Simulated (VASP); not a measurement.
**Mg3BeS: single point with PBE**

The system is Mg3BeS.

```
Mg Be S
1.0
     3.95228    0.00000    0.00000
    -1.97614    3.42278    0.00000
     0.00000    0.00000    7.21111
Mg Be S
3 1 1
Direct
  0.66667 0.33333 0.28676
  0.66667 0.33333 0.71324
  0.00000 0.00000 0.00000
  0.33333 0.66667 0.00000
  0.00000 0.00000 0.50000
```

The cell was built from a structure type or drawn by symmetry, and may not be a known phase.

```yaml
Program: VASP 6.6.1
Task: single point
Functional: PBE
Potentials_or_basis: VASP PAW PBE potentials, release 64 (Mg, Be, S)
Cutoff: 520 eV
k_mesh: 12 × 12 × 6
Occupations: gaussian, width 0.1 eV
Spin: no spin polarisation
```

The pressure is -0.1 GPa. The largest force is 0.006 eV/Å and the band gap on the k mesh is zero (bands 7 and 8 overlap by 2.54 eV).

Forces in eV/Å, atoms in the order of the input:
```
Mg   0.000  0.000  0.006
Mg   0.000  0.000 -0.006
Mg   0.000  0.000  0.000
Be   0.000  0.000  0.000
S    0.000  0.000  0.000
```

Levels at points of the mesh, in eV from the Fermi level:
| k point | band 5 | band 6 | band 7 | band 8 | band 9 | band 10 |
| --- | --- | --- | --- | --- | --- | --- |
| (0.00, 0.00, 0.00) | -2.01 | -0.37 | 1.16 | 2.35 | 2.35 | 3.97 |
| (0.50, 0.00, 0.00) | -3.17 | -2.67 | -0.70 | 0.91 | 1.99 | 2.37 |
| (0.00, 0.00, 0.50) | -2.00 | -2.00 | 2.07 | 2.35 | 2.35 | 4.92 |
| (0.50, 0.00, 0.50) | -2.66 | -2.04 | -0.06 | 0.76 | 0.94 | 2.82 |

Wall time 2.6 min on 1 thread of Intel Xeon 8259CL, on a shared host, peak memory 0.29 GiB.
